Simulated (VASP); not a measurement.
ErAlS2, 4 atoms in the cell. It takes space group P6/mmm (No. 191, hexagonal). The conventional cell has a = 3.929 Å, b = 3.929 Å, c = 9.251 Å, α = 90.00°, β = 90.00°, γ = 120.00°. Er (site symmetry 6/mmm) has 2 S at 2.54 Å within 3.4 Å. Al (site symmetry 6/mmm) has 2 S at 2.09 Å within 2.8 Å. S (site symmetry 6mm) has 1 Al at 2.09 Å and 1 Er at 2.54 Å within 2.8 Å. The cell was built from a structure type or drawn by symmetry, and may not be a known phase.

```yaml
Program: VASP 6.6.1
Task: single point
Functional: PBE
Potentials_or_basis: VASP PAW PBE potentials, release 64 (Er_3, Al, S), 4f in core
Cutoff: 500 eV
k_mesh: 12 × 12 × 6
Occupations: gaussian, width 0.1 eV
Spin: no spin polarisation
Dipole_correction: no
Mended: yes
Further_INCAR_settings: ALGO = Normal; EDIFF = 1e-06; NBANDS = 20
```

Potentials or basis: VASP PAW PBE potentials, release 64 (Er_3, Al, S), 4f in core.

The run is started by

```sh
$ cat potpaw_PBE.64/Er_3/POTCAR potpaw_PBE.64/Al/POTCAR potpaw_PBE.64/S/POTCAR > POTCAR
$ mpirun -np 1 vasp_std > vasp.out
```

Hardware: 1 thread of AMD EPYC 9R45 96-Core Processor (Zen 5), with other jobs on the host.

How long does it take, and how much memory?

It took 110 s on 1 thread of AMD EPYC 9R45 96-Core Processor (Zen 5) (shared host), peak memory 0.33 GiB. Counts: scf iterations 15, k points 76.
